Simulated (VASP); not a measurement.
# Ga (I4/mmm) in VASP: a series of runs

Runs on Ga. Level: PBE. Tasks: single point.

All numbers are computed with VASP 6.6.1; they aren't measurements. Logs are shortened: lines on timing, memory, paths and dates and some standing lists are left out, and cuts for length are marked.

### Step 1. The cell of the first run

It takes space group I4/mmm (No. 139, tetragonal). The conventional cell has a = 2.827 Å, b = 2.827 Å, c = 4.488 Å, α = 90.00°, β = 90.00°, γ = 90.00°. Ga (site symmetry 4/mmm) has 12 Ga at 2.83 to 3.00 Å within 3.7 Å.

### Step 2. Single point, PBE (17.93 Å³/atom)

File INCAR:

```
ALGO     = Normal         # electronic algorithm
EDIFF    = 1E-6           # SCF threshold, eV
ENCUT    = 500            # plane-wave cutoff, eV
GGA      = PE             # functional
GGA_COMPAT= False        
ISIF     = 2              # what is computed and relaxed
ISMEAR   = -1             # smearing method
ISYM     = 0            
LASPH    = True           # aspherical terms in the spheres
LCHARG   = False          # write CHGCAR
LREAL    = False          # projectors in reciprocal space
LWAVE    = False          # write WAVECAR
NBANDS   = 12             # bands
NELM     = 120            # most SCF steps
PREC     = Accurate       # precision mode
SIGMA    = 0.05           # smearing width, eV
```

File KPOINTS:

```
k-points
0
Gamma
  14 14 16
```

File POSCAR:

```
Ga
1.0
   -1.4132982842      1.4132982842      2.2437620196
    1.4132982842     -1.4132982842      2.2437620196
    1.4132982842      1.4132982842     -2.2437620196
Ga
1
Direct
    0.0000000000      0.0000000000      0.0000000000
```

Potentials or basis: VASP PAW PBE potentials, release 64 (Ga_d).

Launch:

```sh
$ cat potpaw_PBE.64/Ga_d/POTCAR > POTCAR
$ mpirun -np 1 vasp_std > vasp.out
```

OUTCAR:

```text
EDIFF = 1E-6
   ENCUT = 500
   GGA = PE
   ISIF = 2
   ISMEAR = -1
   ISYM = 0
   LASPH = True
   LREAL = False
   NELM = 120
   PREC = Accurate

 ion  position               nearest neighbor table
   1  0.000  0.000  0.000-

IMPORTANT INFORMATION: All symmetrisations will be switched off!
NOSYMM: (Re-)initialisation of all symmetry stuff for point group C_1.

----------------------------------------------------------------------------------------

                                     Primitive cell

  volume of cell :      17.9269

  direct lattice vectors                    reciprocal lattice vectors
    -1.413298284  1.413298284  2.243762020     0.000000000  0.353782358  0.222840032
     1.413298284 -1.413298284  2.243762020     0.353782358  0.000000000  0.222840032
     1.413298284  1.413298284 -2.243762020     0.353782358  0.353782358  0.000000000

  length of vectors
     3.004878048  3.004878048  3.004878048     0.418114383  0.418114383  0.500323809

  position of ions in fractional coordinates (direct lattice)
     0.000000000  0.000000000  0.000000000

  ion indices of the primitive-cell ions
   primitive index   ion index
                 1           1

----------------------------------------------------------------------------------------

 KPOINTS: k-points

Automatic generation of k-mesh.
 Grid dimensions read from file:
 generate k-points for:   14   14   16

 Generating k-lattice:

  Cartesian coordinates                     Fractional coordinates (reciprocal lattice)
     0.000000000  0.025270168  0.015917145     0.071428571  0.000000000 -0.000000000
     0.025270168  0.000000000  0.015917145     0.000000000  0.071428571 -0.000000000
     0.022111397  0.022111397  0.000000000     0.000000000  0.000000000  0.062500000

  Length of vectors
     0.029865313  0.029865313  0.031270238

  Shift w.r.t. Gamma in fractional coordinates (k-lattice)
     0.000000000  0.000000000  0.000000000

 -----------------------------------------------------------------------------
|                                                                             |
|           W    W    AA    RRRRR   N    N  II  N    N   GGGG   !!!           |
|           W    W   A  A   R    R  NN   N  II  NN   N  G    G  !!!           |
|           W    W  A    A  R    R  N N  N  II  N N  N  G       !!!           |
|           W WW W  AAAAAA  RRRRR   N  N N  II  N  N N  G  GGG   !            |
|           WW  WW  A    A  R   R   N   NN  II  N   NN  G    G                |
|           W    W  A    A  R    R  N    N  II  N    N   GGGG   !!!           |
|                                                                             |
|     Your reciprocal lattice and k-lattice belong to different lattice       |
|     classes:                                                                |
|                                                                             |
|        The reciprocal lattice is body-centered tetragonal,                  |
|        whereas your k-lattice is base-centered monoclinic.                  |
|                                                                             |
|     Results are often still useful ...                                      |
|                                                                             |
 -----------------------------------------------------------------------------

 WARNING: IBZKPT: internal override: KBLOWUP is changed to .FALSE.
      ... skipping the blow-up phase ...

 Subroutine IBZKPT returns following result:
 ===========================================

 Found   1572 irreducible k-points:

 Following reciprocal coordinates:
            Coordinates               Weight
  0.000000  0.000000  0.000000      1.000000
  0.071429 -0.000000 -0.000000      2.000000
  0.142857  0.000000 -0.000000      2.000000
  0.214286  0.000000 -0.000000      2.000000
  0.285714  0.000000 -0.000000      2.000000
  0.357143  0.000000 -0.000000      2.000000
[... 16 lines left out ...]
  0.000000  0.142857 -0.000000      2.000000
  0.071429  0.142857 -0.000000      2.000000
 [... further k-points ...]
   k-points           NKPTS =   1572   k-points in BZ     NKDIM =   1572   number of bands    NBANDS=     12
   number of dos      NEDOS =    301   number of ions     NIONS =      1
   total plane-waves  NPLWV =  13824
   dimension x,y,z NGX =    24 NGY =   24 NGZ =   24
   dimension x,y,z NGXF=    48 NGYF=   48 NGZF=   48
   ions per type =               1
   NGX,Y,Z   is equivalent  to a cutoff of  13.28, 13.28, 13.28 a.u.
   NGXF,Y,Z  is equivalent  to a cutoff of  26.56, 26.56, 26.56 a.u.
 SYSTEM =  unknown system
   PREC   = accura    normal or accurate (medium, high low for compatibility)
   ISTART =      0    job   : 0-new  1-cont  2-samecut
   ICHARG =      2    charge: 1-file 2-atom 10-const
   ISPIN  =      1    spin polarized calculation?
   LNONCOLLINEAR =      F non collinear calculations
   LSORBIT =      F    spin-orbit coupling
   LASPH  =      T    aspherical Exc in radial PAW
   ENCUT  =  500.0 eV  36.75 Ry    6.06 a.u.   5.48  5.48  5.48*2*pi/ulx,y,z
   NELM   =    120;   NELMIN=  2; NELMDL= -5     # of ELM steps
   EDIFF  = 0.1E-05   stopping-criterion for ELM
   LREAL  =      F    real-space projection
   EDIFFG = 0.1E-04   stopping-criterion for IOM
   NSW    =      0    number of steps for IOM
   IBRION =     -1    ionic relax: 0-MD 1-quasi-New 2-CG
   NFREE  =      0    steps in history (QN), initial steepest desc. (CG)
   ISIF   =      2    stress and relaxation
   ISYM   =      0    0-nonsym 1-usesym 2-fastsym
   POTIM  = 0.5000    time-step for ionic-motion
   TEBEG  =    0.0;   TEEND  =   0.0 temperature during run
   PSTRESS=    0.0 pullay stress
   NELECT =      13.0000    total number of electrons
   NUPDOWN=      -1.0000    fix difference up-down
   EMIN   =  10.00;   EMAX   =-10.00  energy-range for DOS
   EFERMI =   0.00;   METHOD = LEGACY
   ISMEAR =    -1;   SIGMA  =   0.05  broadening in eV -4-tet -1-fermi 0-gaus
   EFERMI_NEDOS =   21; number of points for ismear=-14 and -15
   IALGO  =     38    algorithm
   IMIX   =      4    mixing-type and parameters
     AMIX     =   0.40;   BMIX     =  1.00
     AMIX_MAG =   1.60;   BMIX_MAG =  1.00
  volume/ion in A,a.u.               =      17.93       120.98
  Fermi-wavevector in a.u.,A,eV,Ry     =   1.470803  2.779414 29.432954  2.163261
  Thomas-Fermi vector in A             =   2.586016
   LORBIT       =      0    0 simple, 1 ext, 2 COOP (PROOUT), +10 PAW based schemes
   GGA     = PE    functional components
   LHFCALC =     F    Hartree Fock is set to
   AEXX    =    0.0000 exact exchange contribution
   IVDW    =     0    specifies the selected vdW correction
   LEPSILON=     F    determine dielectric tensor
   LRPA    =     F    only Hartree local field effects (RPA)
 non-spin polarized calculation
  energy-cutoff  :      500.00
  volume of cell :       17.93
 maximum number of plane-waves:       469
 NGX is ok and might be reduce to    24
   NGX = 11   NGY = 11   NGZ = 11

 number of electron      12.9999993 magnetization

 Free energy of the ion-electron system (eV)
  ---------------------------------------------------
  ext. energy  EPLUGINS =         0.00000000
  ---------------------------------------------------
  free energy    TOTEN  =        -2.88039742 eV

  energy without entropy =       -2.87765417  energy(sigma->0) =       -2.87902579

 E-fermi :   6.0630     XC(G=0): -11.2761

 val. band max:        6.0376266739   @ k =  -0.3571   0.0714   0.3125
 cond. band min:       6.0777623905   @ k =  -0.0714   0.3571   0.3750
 fundamental gap:      0.0401357166
 Fermi energy:         6.0629662831

 k-point     1 :       0.0000    0.0000    0.0000
  band No.  band energies     occupation
      1      -8.9988      2.00000
      2      -8.8729      2.00000
      3      -8.8729      2.00000
      4      -8.8511      2.00000
      5      -8.7177      2.00000
      6      -5.4017      2.00000
      7      18.8431      0.00000
      8      18.8431      0.00000
      9      18.8727      0.00000
     10      22.3221      0.00000
     11      22.3504      0.00000
     12      22.9671      0.00000

 k-point     2 :       0.0714   -0.0000   -0.0000
  band No.  band energies     occupation
      1      -8.9915      2.00000
      2      -8.8756      2.00000
      3      -8.8669      2.00000
      4      -8.8486      2.00000
      5      -8.7213      2.00000
      6      -5.2649      2.00000
      7      17.1871      0.00000
      8      18.4073      0.00000
      9      18.6755      0.00000
     10      21.3554      0.00000
     11      22.8970      0.00000
     12      23.3652      0.00000

 k-point     3 :       0.1429    0.0000   -0.0000
  band No.  band energies     occupation
      1      -8.9764      2.00000
      2      -8.8883      2.00000
      3      -8.8518      2.00000
      4      -8.8329      2.00000
      5      -8.7298      2.00000
      6      -4.8517      2.00000
      7      14.2575      0.00000
      8      17.4873      0.00000
      9      18.3286      0.00000
     10      20.9346      0.00000
     11      22.2569      0.00000
     12      24.3671      0.00000

 k-point     4 :       0.2143    0.0000   -0.0000
  band No.  band energies     occupation
      1      -8.9677      2.00000
      2      -8.9109      2.00000
      3      -8.8368      2.00000
      4      -8.7965      2.00000
      5      -8.7351      2.00000
      6      -4.1565      2.00000
      7      11.2907      0.00000
      8      16.5543      0.00000
      9      18.0110      0.00000
     10      20.4859      0.00000
     11      21.4213      0.00000
     12      25.3143      0.00000

 k-point     5 :       0.2857    0.0000   -0.0000
  band No.  band energies     occupation
      1      -8.9721      2.00000
      2      -8.9362      2.00000
      3      -8.8346      2.00000
      4      -8.7453      2.00000
      5      -8.7263      2.00000
      6      -3.1769      2.00000
      7       8.4916      0.00000
      8      15.7599      0.00000
      9      17.8125      0.00000
     10      19.8232      0.00000
     11      21.1513      0.00000
     12      24.4879      0.00000
[... 228 lines left out ...]
      1      -8.9588      2.00000
      2      -8.8944      2.00000
      3      -8.8554      2.00000
      4      -8.8327      2.00000
      5      -8.7381      2.00000
      6      -4.8716      2.00000
      7      15.1615      0.00000
      8      16.7241      0.00000
      9      18.0491      0.00000
     10      20.2046      0.00000
     11      23.7778      0.00000
     12      24.5306      0.00000

 k-point    22 :      -0.0714    0.0714    0.0000
  band No.  band energies     occupation
      1      -8.9798      2.00000
      2      -8.8834      2.00000
      3      -8.8647      2.00000
      4      -8.8449      2.00000
      5      -8.7268      2.00000
      6      -5.2062      2.00000
      7      17.4726      0.00000
      8      17.7966      0.00000
      9      18.1865      0.00000
     10      20.3417      0.00000
     11      23.8578      0.00000
     12      24.0256      0.00000

 k-point    23 :       0.0000    0.1429   -0.0000
  band No.  band energies     occupation
      1      -8.9764      2.00000
      2      -8.8883      2.00000
      3      -8.8518      2.00000
      4      -8.8329      2.00000
      5      -8.7298      2.00000
      6      -4.8517      2.00000
      7      14.2575      0.00000
      8      17.4873      0.00000
      9      18.3286      0.00000
     10      20.9346      0.00000
     11      22.2569      0.00000
     12      24.3671      0.00000

 k-point    24 :       0.0714    0.1429   -0.0000
  band No.  band energies     occupation
      1      -8.9741      2.00000
      2      -8.8845      2.00000
      3      -8.8533      2.00000
      4      -8.8241      2.00000
      5      -8.7284      2.00000
      6      -4.5555      2.00000
      7      13.5091      0.00000
      8      15.8605      0.00000
      9      17.9961      0.00000
     10      21.1180      0.00000
     11      21.7887      0.00000
     12      23.9512      0.00000

 [... further k-points ...]

------------------------ aborting loop because EDIFF is reached ----------------------------------------

  FORCE on cell =-STRESS in cart. coord.  units (eV):
  Direction    XX          YY          ZZ          XY          YZ          ZX
  --------------------------------------------------------------------------------------
  -------------------------------------------------------------------------------------
  Total        0.3585627      0.3585606      0.2971403     -0.0118637      0.0105705      0.0105713
  in kB       32.0458092     32.0456183     26.5563099     -1.0602949      0.9447200      0.9447907
  external PRESSURE =      30.2159124 kB  Pullay stress =       0.0000000 kB

 VOLUME and BASIS-vectors are now :
 -----------------------------------------------------------------------------
  energy-cutoff  :      500.00
  volume of cell :       17.93
      direct lattice vectors                 reciprocal lattice vectors
    -1.413298284  1.413298284  2.243762020     0.000000000  0.353782358  0.222840032
     1.413298284 -1.413298284  2.243762020     0.353782358  0.000000000  0.222840032
     1.413298284  1.413298284 -2.243762020     0.353782358  0.353782358  0.000000000

 POSITION                                       TOTAL-FORCE (eV/Angst)
 -----------------------------------------------------------------------------------
      0.00000      0.00000      0.00000         0.000000      0.000000     -0.000000
 -----------------------------------------------------------------------------------
    total drift:                                0.000000      0.000000     -0.000000

  FREE ENERGIE OF THE ION-ELECTRON SYSTEM (eV)
  ---------------------------------------------------
  free  energy   TOTEN  =        -2.8803974163 eV

  energy  without entropy=       -2.8776541713  energy(sigma->0) =       -2.87902579
```

It took 5.2 min on 1 thread of Oxide Virtual Turin-like, shared host; peak memory 0.37 GiB.

What came out:

```yaml
Free_energy: -2.8804 eV
Pressure: 3.0 GPa
Band_gap_on_the_k_mesh: zero (an odd number of electrons rules out a gap without spin polarisation)
```

Levels at points of the mesh, in eV from the Fermi level:
```
           k point  band 4  band 5  band 6  band 7  band 8  band 9
(0.00, 0.00, 0.00)  -14.91  -14.78  -11.46   12.78   12.78   12.81
(0.50, 0.00, 0.00)  -14.75  -14.71   -4.97   -4.21    8.60   11.71
(0.00, 0.50, 0.00)  -14.75  -14.71   -4.97   -4.21    8.60   11.71
(0.50, 0.50, 0.00)  -14.74  -14.64   -2.22   -1.40    4.08    4.99
(0.00, 0.00, 0.50)  -14.74  -14.64   -2.22   -1.40    4.08    4.99
(0.50, 0.00, 0.50)  -14.75  -14.71   -4.97   -4.21    8.60   11.71
(0.00, 0.50, 0.50)  -14.75  -14.71   -4.97   -4.21    8.60   11.71
(0.50, 0.50, 0.50)  -14.71  -14.71   -3.86   -3.61    6.46    6.46
```

Caveat: the cell stands under pressure.

### Step 3. Single point, PBE (18.28 Å³/atom)

This run uses another cell than the first one, of 18.28 Å³/atom.

File INCAR:

```
SYSTEM = Ga
ALGO     = Normal         ! electronic algorithm
EDIFF    = 1E-6           ! SCF threshold, eV
ENCUT    = 500            ! plane-wave cutoff, eV
GGA      = PE             ! functional
GGA_COMPAT= .FALSE.      
ISIF     = 2              ! what is computed and relaxed
ISMEAR   = -1             ! smearing method
ISYM     = 0            
LASPH    = .TRUE.         ! aspherical terms in the spheres
LCHARG   = .FALSE.        ! write CHGCAR
LREAL    = .FALSE.        ! projectors in reciprocal space
LWAVE    = .FALSE.        ! write WAVECAR
NBANDS   = 12             ! bands
NELM     = 120            ! most SCF steps
PREC     = Accurate       ! precision mode
SIGMA    = 0.05           ! smearing width, eV
```

File KPOINTS:

```
k-points
0
G
  14 14 16
  0 0 0
```

File POSCAR:

```
Ga
1.0
   -1.4224758030      1.4224758030      2.2583323111
    1.4224758030     -1.4224758030      2.2583323111
    1.4224758030      1.4224758030     -2.2583323111
Ga
1
Direct
    0.0000000000      0.0000000000      0.0000000000
```

Potentials or basis: VASP PAW PBE potentials, release 64 (Ga_d).

Launch:

```sh
$ cat potpaw_PBE.64/Ga_d/POTCAR > POTCAR
$ mpirun -np 1 vasp_std > vasp.out
```

OUTCAR:

```text
SYSTEM = Ga
   EDIFF = 1E-6
   ENCUT = 500
   GGA = PE
   ISIF = 2
   ISMEAR = -1
   ISYM = 0
   LASPH = .TRUE.
   LREAL = .FALSE.
   NELM = 120
   PREC = Accurate

 ion  position               nearest neighbor table
   1  0.000  0.000  0.000-

IMPORTANT INFORMATION: All symmetrisations will be switched off!
NOSYMM: (Re-)initialisation of all symmetry stuff for point group C_1.

[... 529 lines left out ...]
 [... further k-points ...]

------------------------ aborting loop because EDIFF is reached ----------------------------------------

  FORCE on cell =-STRESS in cart. coord.  units (eV):
  Direction    XX          YY          ZZ          XY          YZ          ZX
  --------------------------------------------------------------------------------------
  -------------------------------------------------------------------------------------
  Total        0.2269068      0.2269060      0.1732242     -0.0147344      0.0109946      0.0109948
  in kB       19.8893443     19.8892720     15.1838340     -1.2915284      0.9637265      0.9637420
  external PRESSURE =      18.3208167 kB  Pullay stress =       0.0000000 kB

 VOLUME and BASIS-vectors are now :
 -----------------------------------------------------------------------------
  energy-cutoff  :      500.00
  volume of cell :       18.28
      direct lattice vectors                 reciprocal lattice vectors
    -1.422475803  1.422475803  2.258332311     0.000000000  0.351499828  0.221402314
     1.422475803 -1.422475803  2.258332311     0.351499828  0.000000000  0.221402314
     1.422475803  1.422475803 -2.258332311     0.351499828  0.351499828  0.000000000

 POSITION                                       TOTAL-FORCE (eV/Angst)
 -----------------------------------------------------------------------------------
      0.00000      0.00000      0.00000        -0.000000     -0.000001     -0.000000
 -----------------------------------------------------------------------------------
    total drift:                               -0.000000     -0.000001     -0.000000

  FREE ENERGIE OF THE ION-ELECTRON SYSTEM (eV)
  ---------------------------------------------------
  free  energy   TOTEN  =        -2.8858234676 eV

  energy  without entropy=       -2.8829344158  energy(sigma->0) =       -2.88437894
```

Run time: 5.7 min. Hardware: 1 thread of Oxide Virtual Turin-like, shared host; peak memory 0.37 GiB.

What came out:

| Item | Value |
| --- | --- |
| Free energy | -2.8858 eV |
| Pressure | 1.8 GPa |
| Band gap on the k mesh | zero (an odd number of electrons rules out a gap without spin polarisation) |

Levels at points of the mesh, in eV from the Fermi level:
| k point | band 4 | band 5 | band 6 | band 7 | band 8 | band 9 |
| --- | --- | --- | --- | --- | --- | --- |
| (0.00, 0.00, 0.00) | -14.89 | -14.77 | -11.31 | 12.56 | 12.56 | 12.58 |
| (0.50, 0.00, 0.00) | -14.73 | -14.70 | -4.95 | -4.11 | 8.47 | 11.51 |
| (0.00, 0.50, 0.00) | -14.73 | -14.70 | -4.95 | -4.11 | 8.47 | 11.51 |
| (0.50, 0.50, 0.00) | -14.73 | -14.63 | -2.16 | -1.45 | 4.03 | 4.94 |
| (0.00, 0.00, 0.50) | -14.73 | -14.63 | -2.16 | -1.45 | 4.03 | 4.93 |
| (0.50, 0.00, 0.50) | -14.73 | -14.70 | -4.95 | -4.11 | 8.47 | 11.51 |
| (0.00, 0.50, 0.50) | -14.73 | -14.70 | -4.95 | -4.11 | 8.47 | 11.51 |
| (0.50, 0.50, 0.50) | -14.70 | -14.70 | -3.87 | -3.52 | 6.38 | 6.38 |

The gap in the log of VASP goes by the Fermi energy; the results here count the filled bands.